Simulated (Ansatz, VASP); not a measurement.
**Pb in VASP and in Ansatz**

```
CELL_PARAMETERS angstrom
3.79280 0.00000 0.00000
-1.89640 3.28466 0.00000
0.00000 0.00000 6.25384
ATOMIC_POSITIONS crystal
Pb 0.33333 0.66667 0.25000
Pb 0.66667 0.33333 0.75000
```

Alike in both runs: task single point; functional BLYP; k mesh 11 × 11 × 6; occupations fermi-dirac, width 0.1 eV; no spin polarisation.

|  | VASP | Ansatz |
| --- | --- | --- |
| version | VASP 6.6.1 | Ansatz 0.2.0 |
| potentials or method | VASP PAW PBE potentials, release 64 (Pb_d), cutoff 520 eV | plane waves (420 eV) with PAW, scalar-relativistic |
| valence electrons in the cell | 28 | 28 |

|  | VASP | Ansatz | Ansatz less VASP |
| --- | --- | --- | --- |
| pressure (GPa) | -2.8 | -2.8 | 0.00 |

VASP's potentials were made for PBE, not for BLYP. With one functional, cell and mesh, what is left measures potentials, basis and numerics.

Neither program's run includes spin-orbit coupling.
